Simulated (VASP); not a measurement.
# GdO3H6N (Gd(OH)3(NH3)) in VASP: single point with PBE+U

Aim: the single point of GdO3H6N (Gd(OH)3(NH3)) with PBE+U.

All numbers are computed with VASP 6.6.1; they aren't measurements. Logs are shortened: lines on timing, memory, paths and dates and some standing lists are left out, and cuts for length are marked.

**1. The cell of the first run**

The cell holds a molecule in a box, 11 atoms: a = 12.830 Å, b = 12.770 Å, c = 12.670 Å, α = 90.00°, β = 90.00°, γ = 90.00°.

**2. Single point, PBE+U, collinear spin, ferromagnetic start**

INCAR

```
ALGO = Normal
EDIFF = 1E-6
ENCUT = 520
GGA = PE
ISIF = 2
ISMEAR = 0
ISPIN = 2
LASPH = True
LCHARG = True
LDAU = True
LDAUJ = 0 0 0 0
LDAUL = 3 -1 -1 -1
LDAUPRINT = 1
LDAUTYPE = 2
LDAUU = 5 0 0 0
LELF = True
LMAXMIX = 6
LORBIT = 11
LREAL = False
LVHAR = True
LWAVE = False
MAGMOM = 7 0 0 0 0 0 0 0 0 0 0
NBANDS = 38
NELM = 150
PREC = Accurate
SIGMA = 0.01
```

KPOINTS

```
k-points
0
Gamma
  1 1 1
```

POSCAR

```
GdH6NO3
1.0
   12.8300000000      0.0000000000      0.0000000000
    0.0000000000     12.7700000000      0.0000000000
    0.0000000000      0.0000000000     12.6700000000
Gd O H N
1 3 6 1
Direct
    0.5267552600      0.4773320300      0.5243804300
    0.6083125500      0.5978739200      0.6009700100
    0.4021317200      0.4055450300      0.6038800300
    0.6030249400      0.3937180900      0.4044435700
    0.6489618100      0.6477337500      0.6407892700
    0.3507404500      0.3683860600      0.6451073400
    0.6430491000      0.3523884100      0.3551696900
    0.3680163700      0.6431511400      0.4470015800
    0.4598620400      0.6411910700      0.3561712700
    0.3679220600      0.5511393900      0.3559068700
    0.4157272000      0.5941378200      0.4044893400
```

Potentials or basis: VASP PAW PBE potentials, release 64 (Gd, O, H, N).

Started as:

```
$ cat potpaw_PBE.64/Gd/POTCAR potpaw_PBE.64/O/POTCAR potpaw_PBE.64/H/POTCAR potpaw_PBE.64/N/POTCAR > POTCAR
$ mpirun -np 1 vasp_gam > vasp.out
```

OUTCAR:

```text
EDIFF = 1E-6
   ENCUT = 520
   GGA = PE
   ISIF = 2
   ISMEAR = 0
   ISPIN = 2
   LASPH = True
   LORBIT = 11
   LREAL = False
   NELM = 150
   PREC = Accurate

 ion  position               nearest neighbor table
   1  0.527  0.477  0.524-   2 2.10   4 2.10   3 2.10  11 2.56
   2  0.608  0.598  0.601-   5 0.97   1 2.10
   3  0.402  0.406  0.604-   6 0.97   1 2.10
   4  0.603  0.394  0.404-   7 0.97   1 2.10
   5  0.649  0.648  0.641-   2 0.97
   6  0.351  0.368  0.645-   3 0.97
   7  0.643  0.352  0.355-   4 0.97
   8  0.368  0.643  0.447-  11 1.03
   9  0.460  0.641  0.356-  11 1.03
  10  0.368  0.551  0.356-  11 1.03
  11  0.416  0.594  0.404-   9 1.03  10 1.03   8 1.03   1 2.56

  LATTYP: Found a simple orthorhombic cell.
 ALAT       =    12.6700000000
 B/A-ratio  =     1.0078926598
 C/A-ratio  =     1.0126282557

  Lattice vectors:

 A1 = (   0.0000000000,   0.0000000000, -12.6700000000)
 A2 = (   0.0000000000,  12.7700000000,   0.0000000000)
 A3 = (  12.8300000000,   0.0000000000,   0.0000000000)

Analysis of symmetry for initial positions (statically):
=====================================================================
 Subroutine PRICEL returns:
 Original cell was already a primitive cell.

 Routine SETGRP: Setting up the symmetry group for a
 simple orthorhombic supercell.

 Subroutine GETGRP returns: Found  1 space group operations
 (whereof  1 operations were pure point group operations)
 out of a pool of  8 trial point group operations.

The static configuration has the point symmetry C_1 .

Analysis of symmetry for dynamics (positions and initial velocities):
=====================================================================
 Subroutine PRICEL returns:
 Original cell was already a primitive cell.

 Routine SETGRP: Setting up the symmetry group for a
 simple orthorhombic supercell.

 Subroutine GETGRP returns: Found  1 space group operations
 (whereof  1 operations were pure point group operations)
 out of a pool of  8 trial point group operations.

The dynamic configuration has the point symmetry C_1 .

Analysis of structural, dynamic, and magnetic symmetry:
=====================================================================
 Subroutine PRICEL returns:
 Original cell was already a primitive cell.

 Routine SETGRP: Setting up the symmetry group for a
 simple orthorhombic supercell.

 Subroutine GETGRP returns: Found  1 space group operations
 (whereof  1 operations were pure point group operations)
 out of a pool of  8 trial point group operations.

The overall configuration has the point symmetry C_1 .

 Subroutine INISYM returns: Found  1 space group operations
 (whereof  1 operations are pure point group operations),
 and found     1 'primitive' translations

----------------------------------------------------------------------------------------

                                     Primitive cell

  volume of cell :    2075.8414

  direct lattice vectors                    reciprocal lattice vectors
    12.830000000  0.000000000  0.000000000     0.077942323  0.000000000  0.000000000
     0.000000000 12.770000000  0.000000000     0.000000000  0.078308536  0.000000000
     0.000000000  0.000000000 12.670000000     0.000000000  0.000000000  0.078926598

  length of vectors
    12.830000000 12.770000000 12.670000000     0.077942323  0.078308536  0.078926598

[... 125 lines left out ...]
 -0.0006 -0.0006  0.9939  0.0003  0.0004 -0.0012  0.0011
  0.0007 -0.0011  0.0003  0.9932 -0.0003 -0.0001  0.0008
 -0.0012  0.0007  0.0004 -0.0003  0.9940 -0.0012  0.0005
  0.0008  0.0001 -0.0012 -0.0001 -0.0012  0.9945 -0.0008
 -0.0002 -0.0011  0.0011  0.0008  0.0005 -0.0008  0.9937

spin component  2

  0.0090 -0.0016 -0.0019  0.0011 -0.0028  0.0026 -0.0006
 -0.0016  0.0157 -0.0008 -0.0017  0.0011  0.0002 -0.0016
 -0.0019 -0.0008  0.0093  0.0007  0.0016 -0.0029  0.0023
  0.0011 -0.0017  0.0007  0.0071 -0.0007 -0.0001  0.0012
 -0.0028  0.0011  0.0016 -0.0007  0.0097 -0.0031  0.0017
  0.0026  0.0002 -0.0029 -0.0001 -0.0031  0.0112 -0.0023
 -0.0006 -0.0016  0.0023  0.0012  0.0017 -0.0023  0.0087

 occupancies and eigenvectors

  o =  0.0058  v =  0.0000  0.0000  0.0000  0.0000  0.0000  0.0000  0.0000  0.2183 -0.0036  0.2156  0.5537  0.4679  0.0302 -0.6160      0.0000  0.0000  0.0000  0.0000  0.0000  0.0000  0.0000  0.0000  0.0000  0.0000  0.0000  0.0000  0.0000  0.0000
  o =  0.0059  v =  0.0000  0.0000  0.0000  0.0000  0.0000  0.0000  0.0000  0.6384  0.0068  0.4220 -0.6162  0.1806 -0.0116 -0.0433      0.0000  0.0000  0.0000  0.0000  0.0000  0.0000  0.0000  0.0000  0.0000  0.0000  0.0000  0.0000  0.0000  0.0000
  o =  0.0072  v =  0.0000  0.0000  0.0000  0.0000  0.0000  0.0000  0.0000 -0.2035 -0.0328  0.1741 -0.0058  0.4282  0.7893  0.3477      0.0000  0.0000  0.0000  0.0000  0.0000  0.0000  0.0000  0.0000  0.0000  0.0000  0.0000  0.0000  0.0000  0.0000
  o =  0.0073  v =  0.0000  0.0000  0.0000  0.0000  0.0000  0.0000  0.0000 -0.4209 -0.0510  0.6484 -0.1083 -0.4729  0.1652 -0.3703      0.0000  0.0000  0.0000  0.0000  0.0000  0.0000  0.0000  0.0000  0.0000  0.0000  0.0000  0.0000  0.0000  0.0000
  o =  0.0087  v =  0.0000  0.0000  0.0000  0.0000  0.0000  0.0000  0.0000  0.3661  0.3973  0.3662  0.5043 -0.3341  0.0142  0.4559      0.0000  0.0000  0.0000  0.0000  0.0000  0.0000  0.0000  0.0000  0.0000  0.0000  0.0000  0.0000  0.0000  0.0000
  o =  0.0170  v =  0.0000  0.0000  0.0000  0.0000  0.0000  0.0000  0.0000  0.1474 -0.9097  0.1658  0.2172 -0.0812 -0.0983  0.2444      0.0000  0.0000  0.0000  0.0000  0.0000  0.0000  0.0000  0.0000  0.0000  0.0000  0.0000  0.0000  0.0000  0.0000
  o =  0.0188  v =  0.0000  0.0000  0.0000  0.0000  0.0000  0.0000  0.0000 -0.4128  0.1041  0.4038 -0.0219  0.4726 -0.5821  0.3051      0.0000  0.0000  0.0000  0.0000  0.0000  0.0000  0.0000  0.0000  0.0000  0.0000  0.0000  0.0000  0.0000  0.0000
  o =  0.9923  v = -0.0450  0.0267 -0.4514 -0.4593 -0.3874 -0.2554  0.6061  0.0000  0.0000  0.0000  0.0000  0.0000  0.0000  0.0000      0.0000  0.0000  0.0000  0.0000  0.0000  0.0000  0.0000  0.0000  0.0000  0.0000  0.0000  0.0000  0.0000  0.0000
  o =  0.9923  v = -0.6063 -0.0073 -0.2855  0.5548 -0.4032 -0.2149 -0.1853  0.0000  0.0000  0.0000  0.0000  0.0000  0.0000  0.0000      0.0000  0.0000  0.0000  0.0000  0.0000  0.0000  0.0000  0.0000  0.0000  0.0000  0.0000  0.0000  0.0000  0.0000
  o =  0.9932  v =  0.3750  0.0159  0.1478 -0.1770 -0.3259 -0.6774 -0.4907  0.0000  0.0000  0.0000  0.0000  0.0000  0.0000  0.0000      0.0000  0.0000  0.0000  0.0000  0.0000  0.0000  0.0000  0.0000  0.0000  0.0000  0.0000  0.0000  0.0000  0.0000
  o =  0.9932  v = -0.3902 -0.0350  0.6145 -0.3743 -0.4938  0.2873 -0.0480  0.0000  0.0000  0.0000  0.0000  0.0000  0.0000  0.0000      0.0000  0.0000  0.0000  0.0000  0.0000  0.0000  0.0000  0.0000  0.0000  0.0000  0.0000  0.0000  0.0000  0.0000
  o =  0.9935  v =  0.3507  0.5386  0.3228  0.4719 -0.3070  0.0067  0.4070  0.0000  0.0000  0.0000  0.0000  0.0000  0.0000  0.0000      0.0000  0.0000  0.0000  0.0000  0.0000  0.0000  0.0000  0.0000  0.0000  0.0000  0.0000  0.0000  0.0000  0.0000
  o =  0.9973  v =  0.3996 -0.0379 -0.4178  0.0036 -0.4627  0.5867 -0.3256  0.0000  0.0000  0.0000  0.0000  0.0000  0.0000  0.0000      0.0000  0.0000  0.0000  0.0000  0.0000  0.0000  0.0000  0.0000  0.0000  0.0000  0.0000  0.0000  0.0000  0.0000
  o =  0.9980  v = -0.2339  0.8403 -0.1911 -0.2952  0.1703  0.0532 -0.2891  0.0000  0.0000  0.0000  0.0000  0.0000  0.0000  0.0000      0.0000  0.0000  0.0000  0.0000  0.0000  0.0000  0.0000  0.0000  0.0000  0.0000  0.0000  0.0000  0.0000  0.0000

 number of electron      46.9999999 magnetization       7.0000000

 Free energy of the ion-electron system (eV)
  ---------------------------------------------------
  ext. energy  EPLUGINS =         0.00000000
  ---------------------------------------------------
  free energy    TOTEN  =       -67.12200556 eV

  energy without entropy =      -67.12200556  energy(sigma->0) =      -67.12200556

 E-fermi :  -5.3309     XC(G=0):  -0.9502

 val. band max:       -5.4181485575   @ k =   0.0000   0.0000   0.0000
 cond. band min:      -1.2814265148   @ k =   0.0000   0.0000   0.0000
 fundamental gap:      4.1367220427
 Fermi energy:        -5.3309217212

 spin component 1

 k-point     1 :       0.0000    0.0000    0.0000
  band No.  band energies     occupation
      1     -47.8995      1.00000
      2     -25.8170      1.00000
      3     -25.8140      1.00000
      4     -25.4692      1.00000
      5     -22.5646      1.00000
      6     -22.0919      1.00000
[... 27 lines left out ...]
     34       0.6100      0.00000
     35       0.6501      0.00000
 Fermi energy:        -5.3309217212

 spin component 2

 k-point     1 :       0.0000    0.0000    0.0000
  band No.  band energies     occupation
      1     -44.7810      1.00000
      2     -24.1803      1.00000
      3     -24.1772      1.00000
      4     -23.4996      1.00000
      5     -22.4508      1.00000
      6     -22.0242      1.00000
[... 27 lines left out ...]
     34       0.6409      0.00000
     35       0.8067      0.00000
 [bands above 35 left out]

------------------------ aborting loop because EDIFF is reached ----------------------------------------

  FORCE on cell =-STRESS in cart. coord.  units (eV):
  Direction    XX          YY          ZZ          XY          YZ          ZX
  --------------------------------------------------------------------------------------
  -------------------------------------------------------------------------------------
  Total       -0.6226555     -0.6012679     -0.6025782     -0.0780661     -0.0549239      0.0843453
  in kB       -0.4805784     -0.4640710     -0.4650824     -0.0602530     -0.0423914      0.0650994
  external PRESSURE =      -0.4699106 kB  Pullay stress =       0.0000000 kB

 VOLUME and BASIS-vectors are now :
 -----------------------------------------------------------------------------
  energy-cutoff  :      520.00
  volume of cell :     2075.84
      direct lattice vectors                 reciprocal lattice vectors
    12.830000000  0.000000000  0.000000000     0.077942323  0.000000000  0.000000000
     0.000000000 12.770000000  0.000000000     0.000000000  0.078308536  0.000000000
     0.000000000  0.000000000 12.670000000     0.000000000  0.000000000  0.078926598

 POSITION                                       TOTAL-FORCE (eV/Angst)
 -----------------------------------------------------------------------------------
      6.75827      6.09553      6.64390        -0.037927      0.044881     -0.040358
      7.80465      7.63485      7.61429         0.008403      0.020862      0.014179
      5.15935      5.17881      7.65116        -0.026788     -0.020218      0.024279
      7.73681      5.02778      5.12430         0.011829     -0.015989     -0.023166
      8.32618      8.27156      8.11880        -0.022430     -0.049120     -0.021306
      4.50000      4.70429      8.17351         0.062494      0.029460     -0.036698
      8.25032      4.50000      4.50000        -0.024805      0.022536      0.049558
      4.72165      8.21304      5.66351         0.137464     -0.141200     -0.094043
      5.90003      8.18801      4.51269        -0.096893     -0.138187      0.141294
      4.72044      7.03805      4.50934         0.138184      0.097205      0.138741
      5.33378      7.58714      5.12488        -0.149530      0.149768     -0.152479
 -----------------------------------------------------------------------------------
    total drift:                                0.000158     -0.003244     -0.002004

  FREE ENERGIE OF THE ION-ELECTRON SYSTEM (eV)
  ---------------------------------------------------
  free  energy   TOTEN  =       -67.1220055635 eV

  energy  without entropy=      -67.1220055635  energy(sigma->0) =      -67.12200556

 total charge

# of ion       s       p       d       f       tot
--------------------------------------------------
    1        2.021   5.662   0.515   7.021  15.218
    2        1.555   3.557   0.000   0.000   5.112
    3        1.555   3.557   0.000   0.000   5.112
    4        1.555   3.557   0.000   0.000   5.112
    5        0.627   0.126   0.000   0.000   0.753
    6        0.626   0.126   0.000   0.000   0.752
    7        0.627   0.126   0.000   0.000   0.753
    8        0.630   0.079   0.000   0.000   0.709
    9        0.630   0.079   0.000   0.000   0.709
   10        0.630   0.079   0.000   0.000   0.709
   11        1.225   2.738   0.000   0.000   3.963
--------------------------------------------------
tot         11.680  19.686   0.515   7.021  38.901

 magnetization (x)

# of ion       s       p       d       f       tot
--------------------------------------------------
    1       -0.008  -0.087   0.042   6.884   6.831
    2       -0.003  -0.011   0.000   0.000  -0.014
    3       -0.002  -0.011   0.000   0.000  -0.014
    4       -0.003  -0.011   0.000   0.000  -0.014
    5       -0.001  -0.000   0.000   0.000  -0.001
    6       -0.001  -0.000   0.000   0.000  -0.001
    7       -0.001  -0.000   0.000   0.000  -0.001
    8        0.000  -0.000   0.000   0.000   0.000
    9        0.000  -0.000   0.000   0.000   0.000
   10        0.000  -0.000   0.000   0.000   0.000
   11       -0.002  -0.006   0.000   0.000  -0.007
--------------------------------------------------
tot         -0.020  -0.127   0.042   6.884   6.779
```

Wall time 21 min (1 thread of Intel Xeon Platinum 8488C (Sapphire Rapids), shared host); peak memory 2.2 GiB.

Results:

| Item | Value |
| --- | --- |
| Free energy | -67.1220 eV |
| Largest force | 0.261 eV/Å |
| Gap between the frontier levels | 4.14 eV |
| Net moment | 7.00 μB per cell |
| Site moments | Gd +6.83; O -0.01; H -0.00, +0.00; N -0.01 μB |
| Valence electrons inside the program's atomic spheres | Gd 15.22; O 5.11; H 0.75, 0.71; N 3.96 |

Forces on the atoms (eV/Å):
```
Gd  -0.038  0.045 -0.040
O    0.008  0.021  0.014
O   -0.027 -0.020  0.024
O    0.012 -0.016 -0.023
H   -0.022 -0.049 -0.021
H    0.062  0.029 -0.037
H   -0.025  0.023  0.050
H    0.137 -0.141 -0.094
H   -0.097 -0.138  0.141
H    0.138  0.097  0.139
N   -0.150  0.150 -0.152
```

Levels at points of the mesh, in eV from the valence-band top:
Spin up:
| k point | band 25 | band 26 | band 27 | band 28 | band 29 | band 30 |
| --- | --- | --- | --- | --- | --- | --- |
| (0.00, 0.00, 0.00) | -0.41 | -0.24 | 0.00 | 4.14 | 5.23 | 5.61 |
Spin down:
| k point | band 17 | band 18 | band 19 | band 20 | band 21 | band 22 | band 23 | band 24 |
| --- | --- | --- | --- | --- | --- | --- | --- | --- |
| (0.00, 0.00, 0.00) | -0.41 | -0.40 | -0.29 | -0.16 | 4.16 | 5.21 | 5.58 | 5.61 |

Eigenvalues of the final occupation matrices:
```
    site  spin  trace                         eigenvalues
site 1 f     1   6.96  0.99 0.99 0.99 0.99 0.99 1.00 1.00
site 1 f     2   0.07  0.01 0.01 0.01 0.01 0.01 0.02 0.02
```

Caveat: spin-orbit coupling is left out, which moves the levels of the heavy elements.
